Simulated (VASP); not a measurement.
# LiBe16 (a cell with a defect) in VASP: notebook

LiBe16 (a cell with a defect) is run at these levels: PBE; tasks: single point.

All numbers are computed with VASP 6.6.1; they aren't measurements. Logs are shortened: lines on timing, memory, paths and dates and some standing lists are left out, and cuts for length are marked.

## Step 1: The cell of the first run

The cell holds a defect, 17 atoms: a = 4.580 Å, b = 3.966 Å, c = 7.177 Å, α = 90.00°, β = 90.00°, γ = 90.00°.

## Step 2: Single point, PBE

Contents of INCAR:

```
PREC = Accurate ; ENCUT = 520
EDIFF = 1E-6 ; ISMEAR = -1
SIGMA = 0.05 ; LREAL = Auto
LASPH = T ; NELM = 60
ALGO = Normal ; ISIF = 2
LWAVE = F ; LCHARG = F
GGA = PE ; NBANDS = 32
```

Contents of KPOINTS:

```
regular mesh
0
Gamma
  5 5 3
```

Contents of POSCAR:

```
LiBe16
1.0
   -2.2900000000     -3.9663960000      0.0000000000
    3.4350000000     -1.9831980000      0.0000000000
    0.0000000000      0.0000000000      7.1768600000
Be Li
16 1
Direct
    0.7489931083      0.5030076326     -0.0096809747
    0.4893552955      0.3363623367      0.2172762183
    0.7127665110      0.3124190131      0.4545921197
    0.5006271476      0.3576876763      0.7252923981
    0.4976666467      0.0020124078      0.0008921729
    0.2504254442      0.8405290443      0.2454743439
    0.4914650784     -0.0695079972      0.5158963669
    0.2450038456      0.8455175564      0.7598745134
    0.2534408471      0.5064508122     -0.0111428954
    0.0062324972      0.3616539792      0.2377419930
    0.3108700637      0.4949698532      0.4668538887
    0.0011980047      0.3286344777      0.7575464758
    0.0013172236      0.0076539860      0.0066494261
    0.7483582357      0.8636015603      0.2604728252
    0.0772284310      0.0927534518      0.4955550199
    0.7406147629      0.8720150821      0.7744014792
   -0.0752994105      0.6735884570      0.5398491820
```

Potentials or basis: VASP PAW PBE potentials, release 64 (Be, Li_sv).

Started as:

```
cat potpaw_PBE.64/Be/POTCAR potpaw_PBE.64/Li_sv/POTCAR > POTCAR
mpirun -np 1 vasp_std > vasp.out
```

OUTCAR:

```text
PREC = Accurate
   ENCUT = 520
   EDIFF = 1E-6
   ISMEAR = -1
   LREAL = Auto
   LASPH = T
   NELM = 60
   ISIF = 2
   GGA = PE

 ion  position               nearest neighbor table
   1  0.749  0.503  0.990-   2 2.12  16 2.13  12 2.15  10 2.20   9 2.27  13 2.28   4 2.29   5 2.29
                             5 2.30   9 2.31  13 2.31
   2  0.489  0.336  0.217-   3 1.99   5 2.04  11 2.07   9 2.08   1 2.12  10 2.22  14 2.24   6 2.26
                             6 2.29  10 2.37
   3  0.713  0.312  0.455-  17 1.84   7 1.88  15 1.91  11 1.98   2 1.99  10 2.07   4 2.18  14 2.27
[... 17 lines left out ...]
  12  0.001  0.329  0.758-  17 2.11  15 2.13   9 2.14   1 2.15  16 2.17  13 2.19   8 2.22   4 2.30
                             4 2.31   8 2.33
  13  0.001  0.008  0.007-  16 2.12   6 2.16  10 2.17   8 2.19  12 2.19  14 2.23   5 2.27   1 2.28
                             9 2.29   9 2.30   5 2.31   1 2.31
  14  0.748  0.864  0.260-   7 2.19  13 2.23   2 2.24   5 2.26   3 2.27   6 2.28  17 2.29   6 2.30
                            10 2.31  10 2.32
  15  0.077  0.093  0.496-  17 1.83   3 1.91  11 1.93   7 2.01  12 2.13  10 2.16   6 2.20   8 2.27
                            17 2.43
  16  0.741  0.872  0.774-   5 2.04  17 2.04  13 2.12   1 2.13  12 2.17   7 2.19   4 2.25   8 2.27
                             8 2.31   4 2.34
  17  0.925  0.674  0.540-  15 1.83   3 1.84  11 1.98  16 2.04  12 2.11   7 2.24   8 2.26  14 2.29
                            15 2.43

  LATTYP: Found a simple orthorhombic cell.
 ALAT       =     3.9663962620
 B/A-ratio  =     1.1547004875
 C/A-ratio  =     1.8094157835

  Lattice vectors:

 A1 = (  -3.4350000000,   1.9831980000,   0.0000000000)
 A2 = (  -2.2900000000,  -3.9663960000,   0.0000000000)
 A3 = (   0.0000000000,   0.0000000000,   7.1768600000)

Analysis of symmetry for initial positions (statically):
=====================================================================
 Subroutine PRICEL returns:
 Original cell was already a primitive cell.

 Routine SETGRP: Setting up the symmetry group for a
 simple orthorhombic supercell.

 Subroutine GETGRP returns: Found  1 space group operations
 (whereof  1 operations were pure point group operations)
 out of a pool of  8 trial point group operations.

The static configuration has the point symmetry C_1 .

Analysis of symmetry for dynamics (positions and initial velocities):
=====================================================================
 Subroutine PRICEL returns:
 Original cell was already a primitive cell.

 Routine SETGRP: Setting up the symmetry group for a
 simple orthorhombic supercell.

 Subroutine GETGRP returns: Found  1 space group operations
 (whereof  1 operations were pure point group operations)
 out of a pool of  8 trial point group operations.

The dynamic configuration has the point symmetry C_1 .

 Subroutine INISYM returns: Found  1 space group operations
 (whereof  1 operations are pure point group operations),
 and found     1 'primitive' translations

----------------------------------------------------------------------------------------

                                     Primitive cell

  volume of cell :     130.3755

  direct lattice vectors                    reciprocal lattice vectors
    -2.290000000 -3.966396000  0.000000000    -0.109170306 -0.189088533  0.000000000
     3.435000000 -1.983198000  0.000000000     0.218340611 -0.126059022  0.000000000
     0.000000000  0.000000000  7.176860000     0.000000000  0.000000000  0.139336702

  length of vectors
     4.579999697  3.966396262  7.176860000     0.218340626  0.252118027  0.139336702

  position of ions in fractional coordinates (direct lattice)
     0.748993108  0.503007633  0.990319025
     0.489355295  0.336362337  0.217276218
     0.712766511  0.312419013  0.454592120
     0.500627148  0.357687676  0.725292398
     0.497666647  0.002012408  0.000892173
     0.250425444  0.840529044  0.245474344
[... 9 lines left out ...]
     0.740614763  0.872015082  0.774401479
     0.924700589  0.673588457  0.539849182

  ion indices of the primitive-cell ions
   primitive index   ion index
                 1           1
                 2           2
                 3           3
                 4           4
                 5           5
                 6           6
[... 9 lines left out ...]
                16          16
                17          17

----------------------------------------------------------------------------------------

 KPOINTS: regular mesh

Automatic generation of k-mesh.
 Grid dimensions read from file:
 generate k-points for:    5    5    3

 Generating k-lattice:

  Cartesian coordinates                     Fractional coordinates (reciprocal lattice)
    -0.021834061 -0.037817707  0.000000000     0.200000000  0.000000000  0.000000000
     0.043668122 -0.025211804  0.000000000     0.000000000  0.200000000  0.000000000
     0.000000000  0.000000000  0.046445567     0.000000000  0.000000000  0.333333333

  Length of vectors
     0.043668125  0.050423605  0.046445567

  Shift w.r.t. Gamma in fractional coordinates (k-lattice)
     0.000000000  0.000000000  0.000000000

 Subroutine IBZKPT returns following result:
 ===========================================

 Found     38 irreducible k-points:

 Following reciprocal coordinates:
            Coordinates               Weight
  0.000000  0.000000  0.000000      1.000000
  0.200000  0.000000  0.000000      2.000000
  0.400000  0.000000  0.000000      2.000000
  0.000000  0.200000  0.000000      2.000000
  0.200000  0.200000  0.000000      2.000000
 -0.200000  0.200000  0.000000      2.000000
[... 16 lines left out ...]
  0.200000 -0.200000 -0.333333      2.000000
 -0.200000 -0.200000  0.333333      2.000000
 [... further k-points ...]
   k-points           NKPTS =     38   k-points in BZ     NKDIM =     38   number of bands    NBANDS=     32
   number of dos      NEDOS =    301   number of ions     NIONS =     17
   total plane-waves  NPLWV =  58320
   dimension x,y,z NGX =    36 NGY =   30 NGZ =   54
   dimension x,y,z NGXF=    72 NGYF=   60 NGZF=  108
   ions per type =              16   1
   NGX,Y,Z   is equivalent  to a cutoff of  13.07, 12.57, 12.51 a.u.
   NGXF,Y,Z  is equivalent  to a cutoff of  26.13, 25.15, 25.02 a.u.
 SYSTEM =  unknown system
   PREC   = accura    normal or accurate (medium, high low for compatibility)
   ISTART =      0    job   : 0-new  1-cont  2-samecut
   ICHARG =      2    charge: 1-file 2-atom 10-const
   ISPIN  =      1    spin polarized calculation?
   LNONCOLLINEAR =      F non collinear calculations
   LSORBIT =      F    spin-orbit coupling
   LASPH  =      T    aspherical Exc in radial PAW
   ENCUT  =  520.0 eV  38.22 Ry    6.18 a.u.   8.52  7.37 13.34*2*pi/ulx,y,z
   NELM   =     60;   NELMIN=  2; NELMDL= -5     # of ELM steps
   EDIFF  = 0.1E-05   stopping-criterion for ELM
   LREAL  =      T    real-space projection
   EDIFFG = 0.1E-04   stopping-criterion for IOM
   NSW    =      0    number of steps for IOM
[... 5 lines left out ...]
   TEBEG  =    0.0;   TEEND  =   0.0 temperature during run
   PSTRESS=    0.0 pullay stress
   NELECT =      35.0000    total number of electrons
   NUPDOWN=      -1.0000    fix difference up-down
   EMIN   =  10.00;   EMAX   =-10.00  energy-range for DOS
   EFERMI =   0.00;   METHOD = LEGACY
   ISMEAR =    -1;   SIGMA  =   0.05  broadening in eV -4-tet -1-fermi 0-gaus
   EFERMI_NEDOS =   21; number of points for ismear=-14 and -15
   IALGO  =     38    algorithm
   IMIX   =      4    mixing-type and parameters
     AMIX     =   0.40;   BMIX     =  1.00
     AMIX_MAG =   1.60;   BMIX_MAG =  1.00
  volume/ion in A,a.u.               =       7.67        51.75
  Fermi-wavevector in a.u.,A,eV,Ry     =   1.056085  1.995711 15.174786  1.115315
  Thomas-Fermi vector in A             =   2.191307
   LORBIT       =      0    0 simple, 1 ext, 2 COOP (PROOUT), +10 PAW based schemes
   GGA     = PE    functional components
   LHFCALC =     F    Hartree Fock is set to
   AEXX    =    0.0000 exact exchange contribution
   IVDW    =     0    specifies the selected vdW correction
   LEPSILON=     F    determine dielectric tensor
   LRPA    =     F    only Hartree local field effects (RPA)
 non-spin polarized calculation
  energy-cutoff  :      520.00
  volume of cell :      130.38
 maximum number of plane-waves:      3529
 NGX is ok and might be reduce to    36
   NGX = 17   NGY = 15   NGZ = 27

 number of electron      35.0000004 magnetization

 Free energy of the ion-electron system (eV)
  ---------------------------------------------------
  ext. energy  EPLUGINS =         0.00000000
  ---------------------------------------------------
  free energy    TOTEN  =       -57.22734610 eV

  energy without entropy =      -57.20825200  energy(sigma->0) =      -57.21779905

 E-fermi :   7.1844     XC(G=0): -10.6565

 val. band max:        7.1756313895   @ k =   0.2000   0.0000  -0.3333
 cond. band min:       7.2098481422   @ k =   0.2000   0.0000   0.0000
 fundamental gap:      0.0342167527
 Fermi energy:         7.1843894231

 k-point     1 :       0.0000    0.0000    0.0000
  band No.  band energies     occupation
      1     -38.9927      2.00000
      2      -4.0713      2.00000
      3      -2.1373      2.00000
      4      -1.8457      2.00000
      5       1.0125      2.00000
      6       1.1810      2.00000
[... 757 lines left out ...]
     28      12.1397      0.00000
     29      12.5044      0.00000

 [... further k-points ...]

 [bands above 29 left out]

------------------------ aborting loop because EDIFF is reached ----------------------------------------

  FORCE on cell =-STRESS in cart. coord.  units (eV):
  Direction    XX          YY          ZZ          XY          YZ          ZX
  --------------------------------------------------------------------------------------
  -------------------------------------------------------------------------------------
  Total        8.8597916     11.2365533      9.2835808     -1.1075383      0.2869424      0.8910163
  in kB      108.8774809    138.0853722    114.0854033    -13.6104754      3.5262189     10.9496487
  external PRESSURE =     120.3494188 kB  Pullay stress =       0.0000000 kB

 VOLUME and BASIS-vectors are now :
 -----------------------------------------------------------------------------
  energy-cutoff  :      520.00
  volume of cell :      130.38
      direct lattice vectors                 reciprocal lattice vectors
    -2.290000000 -3.966396000  0.000000000    -0.109170306 -0.189088533  0.000000000
     3.435000000 -1.983198000  0.000000000     0.218340611 -0.126059022  0.000000000
     0.000000000  0.000000000  7.176860000     0.000000000  0.000000000  0.139336702

 POSITION                                       TOTAL-FORCE (eV/Angst)
 -----------------------------------------------------------------------------------
      0.01264     -3.96837      7.10738         0.014796     -0.028271      0.025034
      0.03478     -2.60805      1.55936         0.027372      0.013007     -0.009365
     -0.55908     -3.44670      3.26254        -0.263842      0.189335     -0.003845
      0.08222     -2.69505      5.20532        -0.040956     -0.007257      0.032195
     -1.13274     -1.97793      0.00640         0.005030      0.013072     -0.027613
      2.31374     -2.66022      1.76173         0.016231      0.022359      0.004138
[... 9 lines left out ...]
      1.29936     -4.66695      5.55777        -0.014956     -0.081973     -0.030443
      0.19621     -5.00359      3.87442         0.112800      0.172081     -0.300211
 -----------------------------------------------------------------------------------
    total drift:                               -0.003901      0.005146     -0.000270

  FREE ENERGIE OF THE ION-ELECTRON SYSTEM (eV)
  ---------------------------------------------------
  free  energy   TOTEN  =       -57.2273460978 eV

  energy  without entropy=      -57.2082520043  energy(sigma->0) =      -57.21779905
```

Wall time 5.2 min (1 thread of Oxide Virtual Turin-like, shared host); peak memory 0.23 GiB.

What came out:

| Property | Result |
| --- | --- |
| Free energy | -57.2273 eV |
| Largest force | 0.364 eV/Å |
| Band gap on the k mesh | zero (an odd number of electrons rules out a gap without spin polarisation) |

Forces in eV/Å, atoms in the order of the input:
```
Be   0.015 -0.028  0.025
Be   0.027  0.013 -0.009
Be  -0.264  0.189 -0.004
Be  -0.041 -0.007  0.032
Be   0.005  0.013 -0.028
Be   0.016  0.022  0.004
Be  -0.055  0.079  0.037
Be  -0.038  0.119 -0.060
Be   0.033 -0.026  0.043
Be   0.030 -0.023  0.048
Be   0.014 -0.083  0.069
Be   0.098 -0.117  0.018
Be   0.044 -0.037  0.020
Be   0.050 -0.012  0.041
Be  -0.030 -0.191  0.093
Be  -0.015 -0.082 -0.030
Li   0.113  0.172 -0.300
```

Caveat: the cutoff is under 1.25 times the usual one of these potentials, so pressure, stress and relaxed cells hold a basis-set (Pulay) error.

## Step 3: Single point, PBE

Contents of INCAR:

```
PREC = Accurate
ENCUT = 520
EDIFF = 1E-6
ISMEAR = -1
SIGMA = 0.05
LREAL = Auto
LASPH = T
NELM = 60
ALGO = Normal
ISIF = 2
LWAVE = F
LCHARG = T
GGA = PE
LELF = T
LVHAR = T
NBANDS = 32
```

Contents of KPOINTS:

```
Automatic mesh
0
Gamma
  5 5 3
```

Contents of POSCAR:

```
LiBe16
1.0
   -2.2900000000     -3.9663960000      0.0000000000
    3.4350000000     -1.9831980000      0.0000000000
    0.0000000000      0.0000000000      7.1768600000
Be Li
16 1
Direct
    0.7501066218      0.4922675878     -0.0101116644
    0.5027966305      0.3310160943      0.2345627475
    0.7553611947      0.4871764588      0.4754725604
    0.5089164375      0.4023329380      0.7195188425
    0.5110901623     -0.0032356706      0.0183358739
    0.2515439423      0.8298869368      0.2450789064
    0.4998931576     -0.0246854932      0.5102693936
    0.2877699721      1.0200047266      0.7810403157
    0.2522531795      0.4697291939     -0.0251490206
   -0.0007454016      0.3253394557      0.2286906809
    0.2597989039      0.4611247423      0.4610173530
   -0.0765347180      0.2399745257      0.7396702736
   -0.0058049493     -0.0286795732     -0.0023370945
    0.7470432749      0.8264815428      0.2465777513
   -0.0006318105      0.0043505543      0.4776406395
    0.6894132747      0.8380670740      0.7688918273
    0.0751750552      0.6595327151      0.6954124784
```

Potentials or basis: VASP PAW PBE potentials, release 64 (Be, Li_sv).

Started as:

```
cat potpaw_PBE.64/Be/POTCAR potpaw_PBE.64/Li_sv/POTCAR > POTCAR
mpirun -np 1 vasp_std > vasp.out
```

Wall time 6.2 min (1 thread of Oxide Virtual Turin-like, shared host); peak memory 0.24 GiB.

The run converged. Its results:

| Quantity | Value |
| --- | --- |
| Free energy | -57.2254 eV |
| Largest force | 0.364 eV/Å |
| Band gap on the k mesh | zero (an odd number of electrons rules out a gap without spin polarisation) |

Forces in eV/Å, atoms in the order of the input:
```
Be  -0.015 -0.022 -0.002
Be  -0.005 -0.013  0.027
Be   0.040 -0.121  0.060
Be   0.056 -0.078 -0.036
Be  -0.027 -0.014  0.006
Be  -0.012  0.027 -0.025
Be   0.039  0.007 -0.031
Be   0.265 -0.189  0.004
Be  -0.050  0.014 -0.040
Be  -0.043  0.037 -0.020
Be   0.013  0.082  0.029
Be   0.032  0.190 -0.094
Be  -0.029  0.024 -0.047
Be  -0.032  0.026 -0.042
Be  -0.098  0.117 -0.015
Be  -0.015  0.083 -0.073
Li  -0.120 -0.169  0.299
```

Levels at points of the mesh, in eV from the Fermi level:
```csv
k point,band 15,band 16,band 17,band 18,band 19,band 20
"(0.00, 0.00, 0.00)",-3.23,-0.80,-0.30,0.24,0.65,0.81
```

Caveat: the cutoff is under 1.25 times the usual one of these potentials, so pressure, stress and relaxed cells hold a basis-set (Pulay) error.
